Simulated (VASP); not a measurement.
# Si (a cell with a defect) in VASP: notebook

The runs below take Si (a cell with a defect) through single point, with PBE+D3(BJ).

Everything below comes from runs of VASP 6.6.1. Logs are shortened: lines on timing, memory, paths and dates and some standing lists are left out, and cuts for length are marked.

### 1 The cell of the first run

The cell holds a defect, 63 atoms: a = 10.860 Å, b = 10.860 Å, c = 10.860 Å, α = 90.00°, β = 90.00°, γ = 90.00°.

### 2 Single point, PBE+D3(BJ), collinear spin

Input file INCAR:

```
SYSTEM = Si
ALGO     = Normal         ! electronic algorithm
EDIFF    = 1E-6           ! SCF threshold, eV
ENCUT    = 400            ! plane-wave cutoff, eV
GGA      = PE             ! functional
GGA_COMPAT= .FALSE.      
ISIF     = 2              ! what is computed and relaxed
ISMEAR   = 0              ! smearing method
ISPIN    = 2              ! spin polarisation
IVDW     = 12             ! dispersion correction
LASPH    = .TRUE.         ! aspherical terms in the spheres
LCHARG   = .FALSE.        ! write CHGCAR
LORBIT   = 11             ! projections on sites
LREAL    = Auto         
LWAVE    = .FALSE.        ! write WAVECAR
MAGMOM   = 0 0 0 0 0 0 0 0 0 0 0 0 0 0 0 0 0 0 0 0 0 0 0 0 0 0 0 0 0 0 0 0 0 0 0 0 0 0 0 0.16 0 0 0 0 0 0 0 0 0 0 0 0 0 0.16 0 0 0 0.16 0.16 0 0 0 0 ! initial moments
NBANDS   = 167            ! bands
NELECT   = 253.0        
NELM     = 200            ! most SCF steps
PREC     = Accurate       ! precision mode
SIGMA    = 0.05           ! smearing width, eV
```

Input file KPOINTS:

```
k-points
0
G
  1 1 1
  0 0 0
```

Input file POSCAR:

```
Si
1.0
   10.8600000000      0.0000000000      0.0000000000
    0.0000000000     10.8600000000      0.0000000000
    0.0000000000      0.0000000000     10.8600000000
Si
63
Direct
    0.4988010129     -0.0005770718      0.0014522099
    0.6236950276      0.1252385820      0.1269841621
    0.7536021179      0.2456484346      0.0010074586
    0.8742308471      0.3748054328      0.1252043278
    0.7497848066      0.0001193370      0.2500944751
    0.8728782689      0.1258879374      0.3755626151
    0.0017442910     -0.0026976059     -0.0014050645
    0.1226680479      0.1254408840      0.1250584715
    0.2499813076      0.2500427256     -0.0001896869
    0.3750904236      0.3753421731      0.1248052486
    0.5036613260      0.4993791897      0.0022166667
    0.6247914365      0.6283795580      0.1273582873
    0.7517629834      0.7496244936     -0.0005521179
    0.8755062615      0.8748232965      0.1246419890
    0.2486973297     -0.0014767956      0.2478599448
    0.3721270718      0.1273158379      0.3770591160
    0.4977277164      0.2512465009      0.2524718232
    0.6161479742      0.3775496317      0.3828207182
    0.7463669429      0.5000895028      0.2527664825
    0.8768718232      0.6237932781      0.3721953959
    0.4972441989      0.0029259669      0.5013966851
    0.6142080110      0.1351651013      0.6274209945
    0.7465644567      0.2515290976      0.5011442910
    0.8742083794      0.3752245856      0.6249345304
    0.7445947514      0.0047976059      0.7487703499
    0.8766291897      0.1221401473      0.8732183241
    0.0025936464      0.4964245856     -0.0051377532
    0.1268186924      0.6219128913      0.1203953039
    0.2531103131      0.7353586556     -0.0150000000
    0.3723428177      0.8684090239      0.1183287293
   -0.0013116943      0.2513782689      0.2514919890
    0.1252024862      0.3750275322      0.3764148250
    0.2501650092      0.4998128913      0.2502794659
    0.3740744936      0.6253051565      0.3764395948
    0.4976751381      0.7519258748      0.2508798343
    0.6234651934      0.8774028545      0.3756661142
   -0.0013218232      0.0007782689      0.4996993554
    0.1247820442      0.1254580110      0.6240307551
    0.2515502762      0.2598080110      0.5099908840
    0.3523860037      0.4247390424      0.6787303867
    0.4882994475      0.5042672192      0.5150640884
    0.6282279006      0.6283290976      0.6235916206
    0.7525131676      0.7506502762      0.4957632597
    0.8718499079      0.8774393186      0.6237325967
    0.2503849908      0.0006423573      0.7496546961
    0.3748836096      0.1253292818      0.8762193370
    0.4887440147      0.2654964088      0.7569659300
    0.6295020258      0.3738488029      0.8795756906
    0.7498685083      0.5002469613      0.7501307551
    0.8764856354      0.6240561694      0.8734957643
    0.0019064457      0.7487209945      0.2468400552
    0.1236541436      0.8745750460      0.3745817680
   -0.0000348987      0.5009873849      0.5008663904
    0.1279899632      0.6202698895      0.6269441068
    0.2490877532      0.7494942910      0.5009255064
    0.3748480663      0.8746261510      0.6254697053
   -0.0001587477      0.2503966851      0.7498752302
    0.1323523020      0.3751301105      0.8661259669
    0.3835888582      0.6019049724      0.8526151934
    0.5029374770      0.7516248619      0.7493552486
    0.6253927256      0.8768009208      0.8769364641
   -0.0005484346      0.7491397790      0.7465537753
    0.1268091160      0.8712715470      0.8719546961
```

Potentials or basis: VASP PAW PBE potentials, release 64 (Si).

Command:

```bash
$ cat potpaw_PBE.64/Si/POTCAR > POTCAR
$ mpirun -np 1 vasp_gam > vasp.out
```

OUTCAR:

```text
SYSTEM = Si
   EDIFF = 1E-6
   ENCUT = 400
   GGA = PE
   ISIF = 2
   ISMEAR = 0
   ISPIN = 2
   IVDW = 12
   LASPH = .TRUE.
   LORBIT = 11
   LREAL = Auto
   NELECT = 253.0
   NELM = 200
   PREC = Accurate
 IVDW          = 12

 ion  position               nearest neighbor table
   1  0.499  0.999  0.001-  61 2.34  30 2.35  46 2.35   2 2.36
   2  0.624  0.125  0.127-   5 2.35   1 2.36   3 2.36  17 2.37
   3  0.754  0.246  0.001-  48 2.34   4 2.35  26 2.35   2 2.36
   4  0.874  0.375  0.125-   3 2.35  31 2.35  27 2.39  19 2.39
   5  0.750  0.000  0.250-   2 2.35   6 2.35  36 2.35  14 2.36
   6  0.873  0.126  0.376-   5 2.35  37 2.35  31 2.35  23 2.37
[... 45 lines left out ...]
  52  0.124  0.875  0.375-  51 2.35  15 2.36  37 2.36  55 2.36
  53  1.000  0.501  0.501-  54 2.34  20 2.35  24 2.35  32 2.36
  54  0.128  0.620  0.627-  53 2.34  55 2.36  62 2.37
  55  0.249  0.749  0.501-  34 2.34  56 2.35  54 2.36  52 2.36
  56  0.375  0.875  0.625-  45 2.35  21 2.35  60 2.35  55 2.35
  57  1.000  0.250  0.750-  58 2.35  26 2.35  24 2.35  38 2.36
  58  0.132  0.375  0.866-  57 2.35   9 2.36  27 2.38
  59  0.384  0.602  0.853-  11 2.36  60 2.36  29 2.49  40 2.72
  60  0.503  0.752  0.749-  42 2.35  56 2.35  61 2.35  59 2.36
  61  0.625  0.877  0.877-   1 2.34  60 2.35  25 2.35  13 2.36
  62  0.999  0.749  0.747-  63 2.35  50 2.35  54 2.37  44 2.38
  63  0.127  0.871  0.872-  62 2.35  45 2.35  29 2.36   7 2.37

  LATTYP: Found a simple cubic cell.
 ALAT       =    10.8600000000

  Lattice vectors:

 A1 = (  10.8600000000,   0.0000000000,   0.0000000000)
 A2 = (   0.0000000000,  10.8600000000,   0.0000000000)
 A3 = (   0.0000000000,   0.0000000000,  10.8600000000)

Analysis of symmetry for initial positions (statically):
=====================================================================
 Subroutine PRICEL returns:
 Original cell was already a primitive cell.

 Routine SETGRP: Setting up the symmetry group for a
 simple cubic supercell.

 Subroutine GETGRP returns: Found  1 space group operations
 (whereof  1 operations were pure point group operations)
 out of a pool of 48 trial point group operations.

The static configuration has the point symmetry C_1 .

Analysis of symmetry for dynamics (positions and initial velocities):
=====================================================================
 Subroutine PRICEL returns:
 Original cell was already a primitive cell.

 Routine SETGRP: Setting up the symmetry group for a
 simple cubic supercell.

 Subroutine GETGRP returns: Found  1 space group operations
 (whereof  1 operations were pure point group operations)
 out of a pool of 48 trial point group operations.

The dynamic configuration has the point symmetry C_1 .

Analysis of structural, dynamic, and magnetic symmetry:
=====================================================================
 Subroutine PRICEL returns:
 Original cell was already a primitive cell.

 Routine SETGRP: Setting up the symmetry group for a
 simple cubic supercell.

 Subroutine GETGRP returns: Found  1 space group operations
 (whereof  1 operations were pure point group operations)
 out of a pool of 48 trial point group operations.

The overall configuration has the point symmetry C_1 .

 Subroutine INISYM returns: Found  1 space group operations
 (whereof  1 operations are pure point group operations),
 and found     1 'primitive' translations

----------------------------------------------------------------------------------------

                                     Primitive cell
[... 190 lines left out ...]
   LREAL  =      T    real-space projection
   EDIFFG = 0.1E-04   stopping-criterion for IOM
   NSW    =      0    number of steps for IOM
   IBRION =     -1    ionic relax: 0-MD 1-quasi-New 2-CG
   NFREE  =      0    steps in history (QN), initial steepest desc. (CG)
   ISIF   =      2    stress and relaxation
   ISYM   =      2    0-nonsym 1-usesym 2-fastsym
   POTIM  = 0.5000    time-step for ionic-motion
   TEBEG  =    0.0;   TEEND  =   0.0 temperature during run
   PSTRESS=    0.0 pullay stress
   NELECT =     253.0000    total number of electrons
   NUPDOWN=      -1.0000    fix difference up-down
   EMIN   =  10.00;   EMAX   =-10.00  energy-range for DOS
   EFERMI =   0.00;   METHOD = LEGACY
   ISMEAR =     0;   SIGMA  =   0.05  broadening in eV -4-tet -1-fermi 0-gaus
   EFERMI_NEDOS =   21; number of points for ismear=-14 and -15
   IALGO  =     38    algorithm
   IMIX   =      4    mixing-type and parameters
     AMIX     =   0.40;   BMIX     =  1.00
     AMIX_MAG =   1.60;   BMIX_MAG =  1.00
  volume/ion in A,a.u.               =      20.33       137.20
  Fermi-wavevector in a.u.,A,eV,Ry     =   0.953422  1.801706 12.367880  0.909014
  Thomas-Fermi vector in A             =   2.082076
   LORBIT       =     11    0 simple, 1 ext, 2 COOP (PROOUT), +10 PAW based schemes
   GGA     = PE    functional components
   LHFCALC =     F    Hartree Fock is set to
   AEXX    =    0.0000 exact exchange contribution
   IVDW    =    12    specifies the selected vdW correction
   LEPSILON=     F    determine dielectric tensor
   LRPA    =     F    only Hartree local field effects (RPA)
 spin polarized calculation
 Gauss-broadening in eV      SIGMA  =   0.05
  energy-cutoff  :      400.00
  volume of cell :     1280.82
 maximum number of plane-waves:     11564
 NGX is ok and might be reduce to    70
   NGX = 35   NGY = 35   NGZ = 35

 number of electron     252.9999988 magnetization       1.0126561

 Free energy of the ion-electron system (eV)
  ---------------------------------------------------
  ext. energy  EPLUGINS =         0.00000000
  ---------------------------------------------------
  free energy    TOTEN  =      -325.63282160 eV

  energy without entropy =     -325.62963625  energy(sigma->0) =     -325.63122893

 E-fermi :   6.2236     XC(G=0):  -9.3597

 val. band max:        6.1406348873   @ k =   0.0000   0.0000   0.0000
 cond. band min:       6.3017593484   @ k =   0.0000   0.0000   0.0000
 fundamental gap:      0.1611244611
 Fermi energy:         6.2236418031

 spin component 1

 k-point     1 :       0.0000    0.0000    0.0000
  band No.  band energies     occupation
      1      -6.1965      1.00000
      2      -5.1590      1.00000
      3      -5.1479      1.00000
      4      -5.1410      1.00000
      5      -5.1364      1.00000
      6      -5.0826      1.00000
[... 130 lines left out ...]
    137       6.8968      0.00000
    138       6.9096      0.00000
 Fermi energy:         6.2236418031

 spin component 2

 k-point     1 :       0.0000    0.0000    0.0000
  band No.  band energies     occupation
      1      -6.1850      1.00000
      2      -5.1451      1.00000
      3      -5.1347      1.00000
      4      -5.1290      1.00000
      5      -5.1254      1.00000
      6      -5.0783      1.00000
[... 130 lines left out ...]
    137       6.9109      0.00000
    138       6.9232      0.00000
 [bands above 138 left out]

------------------------ aborting loop because EDIFF is reached ----------------------------------------

 Edisp (eV)  -19.91896

 E6    (eV) :   -11.6632

 E8    (eV) :    -8.2558

  FORCE on cell =-STRESS in cart. coord.  units (eV):
  Direction    XX          YY          ZZ          XY          YZ          ZX
  --------------------------------------------------------------------------------------
  -------------------------------------------------------------------------------------
  Total       6.17897     1.48380     0.38105     3.74230    -5.10365     5.42785
  in kB       7.72925     1.85608     0.47665     4.68123    -6.38413     6.78967
  external pressure =        3.35 kB  Pullay stress =        0.00 kB

 VOLUME and BASIS-vectors are now :
 -----------------------------------------------------------------------------
  energy-cutoff  :      400.00
  volume of cell :     1280.82
      direct lattice vectors                 reciprocal lattice vectors
    10.860000000  0.000000000  0.000000000     0.092081031  0.000000000  0.000000000
     0.000000000 10.860000000  0.000000000     0.000000000  0.092081031  0.000000000
     0.000000000  0.000000000 10.860000000     0.000000000  0.000000000  0.092081031

 POSITION                                       TOTAL-FORCE (eV/Angst)
 -----------------------------------------------------------------------------------
      5.41698     10.85373      0.01577        -0.009882      0.007658      0.001003
      6.77333      1.36009      1.37905         0.000744     -0.002115      0.004952
      8.18412      2.66774      0.01094        -0.000885      0.002983      0.014136
      9.49415      4.07039      1.35972        -0.011585     -0.000963      0.014164
      8.14266      0.00130      2.71603        -0.001677     -0.001374      0.003064
      9.47946      1.36714      4.07861         0.001559      0.000221     -0.004601
[... 55 lines left out ...]
     10.85404      8.13566      8.10757        -0.013827      0.010280      0.008412
      1.37715      9.46201      9.46943        -0.001914     -0.001568      0.004596
 -----------------------------------------------------------------------------------
    total drift:                                0.001840     -0.003283     -0.004565

  FREE ENERGIE OF THE ION-ELECTRON SYSTEM (eV)
  ---------------------------------------------------
  free  energy   TOTEN  =      -345.5517813889 eV

  energy  without entropy=     -345.5485960340  energy(sigma->0) =     -345.55018871

 total charge

# of ion       s       p       d       tot
------------------------------------------
    1        0.740   0.960   0.000   1.701
    2        0.740   0.958   0.000   1.697
    3        0.741   0.965   0.000   1.705
    4        0.747   0.940   0.000   1.687
    5        0.740   0.961   0.000   1.701
    6        0.740   0.956   0.000   1.696
[... 55 lines left out ...]
   62        0.741   0.944   0.000   1.685
   63        0.741   0.958   0.000   1.698
--------------------------------------------------
tot         46.885  59.472   0.000 106.357

 magnetization (x)

# of ion       s       p       d       tot
------------------------------------------
    1       -0.000   0.003   0.000   0.002
    2        0.001   0.001   0.000   0.002
    3       -0.001   0.005   0.000   0.004
    4        0.000   0.006   0.000   0.007
    5       -0.000  -0.000   0.000  -0.000
    6       -0.000   0.002   0.000   0.002
[... 55 lines left out ...]
   62        0.000   0.005   0.000   0.005
   63        0.002  -0.000   0.000   0.001
--------------------------------------------------
tot          0.068   0.322   0.000   0.389
```

Wall time 4.6 min (1 thread of Intel Xeon 6975P-C (Granite Rapids), shared host); peak memory 1 GiB.

Results:

```yaml
Free_energy: -345.5518 eV
Largest_force: 0.277 eV/Å
Net_moment: 1.01 μB per cell
Site_moments: Si +0.00, +0.01, -0.00, +0.02, -0.02, +0.12, +0.09, -0.01 (each value once) μB
Valence_electrons_inside_the_program's_atomic_spheres: Si 1.70, 1.71, 1.69, 1.68, 1.67, 1.66, 1.64, 1.52, 1.65, 1.62 (each value once)
Dispersion_energy_per_atom: -0.316 eV
```

Forces on the atoms (eV/Å):
```
Si  -0.010  0.008  0.001
Si   0.001 -0.002  0.005
Si  -0.001  0.003  0.014
Si  -0.012 -0.001  0.014
Si  -0.002 -0.001  0.003
Si   0.002  0.000 -0.005
Si   0.004  0.004  0.002
Si   0.010  0.005 -0.004
Si  -0.009  0.017 -0.008
Si  -0.005  0.002 -0.001
Si  -0.004 -0.004 -0.015
Si  -0.006 -0.010 -0.004
Si  -0.009  0.001  0.012
Si   0.002  0.004 -0.002
Si  -0.002  0.006  0.019
Si   0.013  0.013  0.012
Si  -0.005  0.007 -0.002
Si  -0.004 -0.009  0.007
Si  -0.017  0.010  0.015
Si  -0.008  0.008 -0.005
Si   0.001 -0.006 -0.006
Si   0.034 -0.035 -0.008
Si   0.003 -0.001  0.001
Si  -0.005 -0.002  0.003
Si   0.009 -0.015  0.019
Si  -0.002  0.005  0.011
Si  -0.021  0.008  0.018
Si   0.002 -0.005 -0.001
Si  -0.008  0.002  0.009
Si  -0.007  0.009  0.006
Si   0.006  0.002 -0.003
Si  -0.008  0.014 -0.001
Si   0.000  0.006  0.004
Si   0.007 -0.006  0.008
Si  -0.006 -0.003 -0.002
Si   0.000 -0.006 -0.004
Si   0.010  0.006  0.007
Si  -0.002  0.008  0.017
Si  -0.027  0.037  0.032
Si   0.144 -0.121 -0.204
Si   0.019  0.012 -0.006
Si   0.011  0.003 -0.008
Si   0.004  0.009  0.001
Si   0.001  0.013 -0.001
Si  -0.007 -0.001  0.005
Si  -0.005  0.008  0.004
Si   0.066 -0.062 -0.001
Si   0.003 -0.006  0.000
Si  -0.006  0.006  0.000
Si  -0.012  0.001  0.012
Si  -0.001 -0.001 -0.004
Si  -0.002 -0.008  0.010
Si  -0.012  0.003 -0.003
Si  -0.053  0.030 -0.009
Si   0.005 -0.012  0.017
Si   0.000  0.006  0.004
Si  -0.017  0.008  0.018
Si  -0.033  0.023  0.013
Si  -0.003 -0.001 -0.024
Si   0.005  0.005 -0.009
Si  -0.014 -0.004  0.003
Si  -0.014  0.010  0.008
Si  -0.002 -0.002  0.005
```

Caveat: the k points lie up to 0.58 Å⁻¹ apart; the cell carries a net charge on a neutralising background, which shifts energy and pressure; the cell is charged against a uniform background, so pressure and absolute levels hang on convention.

(Continued in part 2 of 2.)
